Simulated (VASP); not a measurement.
A run of VASP 6.6.1 is set up as follows.

File INCAR:

```
ALGO = Normal
EDIFF = 1E-7
ENCUT = 520
GGA = PE
ISIF = 2
ISMEAR = -1
ISPIN = 2
LASPH = T
LCHARG = F
LMAXMIX = 4
LORBIT = 11
LREAL = F
LWAVE = F
MAGMOM = 0.35 0.35 0.354 0.354
NBANDS = 32
NELM = 150
PREC = Accurate
SIGMA = 0.05
```

Contents of KPOINTS:

```
k-points
0
Gamma
  15 15 4
```

The input POSCAR:

```
Pd
1.0
    2.7788353415      0.0000000000      0.0000000000
   -1.3894176707      2.4065419986      0.0000000000
    0.0000000000      0.0000000000      9.1902525438
Pd
4
Direct
    0.0000000000      1.0000000000      0.0000000000
    1.0000000000      1.0000000000      0.5000000000
    0.3333333333      0.6666666667      0.2500000000
    0.6666666667      0.3333333333      0.7500000000
```

Potentials or basis: VASP PAW PBE potentials, release 64 (Pd).

Run with:

```console
$ cat potpaw_PBE.64/Pd/POTCAR > POTCAR
$ mpirun -np 1 vasp_std > vasp.out
```

(1) What does it give for the pressure?

(2) What does it give for the net moment?

(3) What does it give for the site moments?

Answers

(1) -0.2 GPa.

(2) 0.96 μB per cell.

(3) Pd +0.24 μB.

Caveat: a moment this small can come from the mesh or the smearing.
